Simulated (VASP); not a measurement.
Write the native input for VASP 6.6.1 that does the following.

- Task: relaxation of the atoms
- Functional: PBE
- Potentials or basis: VASP PAW PBE potentials, release 64 (Ir, F)
- Cutoff: 520 eV
- k mesh: 12 × 12 × 1
- Occupations: gaussian, width 0.1 eV
- Spin: no spin polarisation
- Dipole correction: yes
- Atoms held fixed (from 0): [0, 1, 2]
- Further INCAR settings: ALGO = Normal; EDIFF = 1e-06; IBRION = 2; EDIFFG = -0.025; NSW = 36
- Atoms held along some axes (from 0): atom 3 along a and b

The structure of Ir3F lies in POSCAR:

```
Ir3F
1.0
    2.7367600872      0.0000000000      0.0000000000
   -1.3683800436      2.3701037596      0.0000000000
    0.0000000000      0.0000000000     19.8425800730
Ir F
3 1
Selective dynamics
Direct
    0.6666666667      0.3333333333      0.2015866881  F F F
    0.3333333333      0.6666666667      0.3110139949  F F F
    0.0000000000      0.0000000000      0.4204382718  F F F
    0.6666666667      0.3333333333      0.4810983532  F F T
```

The input as run:

INCAR

```
SYSTEM = Ir3F
PREC = Accurate
ENCUT = 520
EDIFF = 1E-6
ISMEAR = 0
SIGMA = 0.1
LREAL = .False.
LASPH = .True.
NELM = 100
ALGO = Normal
ISIF = 2
LWAVE = .False.
LCHARG = .False.
LDIPOL = .True.
IDIPOL = 3
DIPOL = 0.5 0.5 0.354
GGA = PE
IBRION = 2
NSW = 36
EDIFFG = -0.025
```

KPOINTS

```
Automatic mesh
0
Gamma
  12 12 1
  0 0 0
```

Potentials or basis: VASP PAW PBE potentials, release 64 (Ir, F).

Command:

```bash
$ cat potpaw_PBE.64/Ir/POTCAR potpaw_PBE.64/F/POTCAR > POTCAR
$ mpirun -np 1 vasp_std > vasp.out
```

It gave:

```json
{
 "Energy gained by relaxing": "444.6 meV/atom",
 "Ionic steps": "4",
 "Band gap on the k mesh": "zero (bands 17 and 18 overlap by 1.98 eV)"
}
```

Caveat: spin-orbit coupling is left out, which moves the levels of the heavy elements.

Wall time 10 min on 1 thread of Intel Xeon 8259CL (shared host), peak memory 0.27 GiB.
